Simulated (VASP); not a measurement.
Set up this calculation in VASP 6.6.1, as the native input.

```
Task                   : single point
Functional             : PBE
Potentials or basis    : VASP PAW PBE potentials, release 64 (Re)
Cutoff                 : 520 eV
k mesh                 : 13 × 13 × 7
Occupations            : fermi-dirac, width 0.3 eV
Spin                   : no spin polarisation
Dipole correction      : no
Further INCAR settings : ALGO = Normal; EDIFF = 1e-06; NBANDS = 14
```

The structure of Re lies in POSCAR:

```
Re
1.0
    2.7768706464      0.0000000000      0.0000000000
   -1.3884353232      2.4048405228      0.0000000000
    0.0000000000      0.0000000000      4.4788142384
Re
2
Direct
    0.3333333333      0.6666666667      0.2500000000
    0.6666666667      0.3333333333      0.7500000000
```

The input as run:

INCAR

```
SYSTEM = Re
  PREC = Accurate
  ENCUT = 520
  EDIFF = 1E-6
  ISMEAR = -1
  SIGMA = 0.3
  LREAL = .False.
  LASPH = .True.
  NELM = 80
  ALGO = Normal
  ISIF = 2
  LWAVE = .False.
  LCHARG = .True.
  GGA = PE
  LELF = .True.
  LVHAR = .True.
  NBANDS = 14
```

KPOINTS

```
Automatic mesh
0
Gamma
  13 13 7
  0 0 0
```

Potentials or basis: VASP PAW PBE potentials, release 64 (Re).

Run with:

```console
$ cat potpaw_PBE.64/Re/POTCAR > POTCAR
$ mpirun -np 1 vasp_std > vasp.out
```

Results of the run:

* Pressure: 1.1 GPa
* Band gap on the k mesh: zero (band 7 reaches 8.84 eV, above the bottom of band 8 at 6.15 eV)

Caveat: spin-orbit coupling is left out, which moves the levels of the heavy elements.

Run time: 30 s on 1 thread of Intel(R) Xeon(R) Platinum 8375C CPU @ 2.90GHz (Ice Lake), with other jobs on the host, peak memory 0.17 GiB.
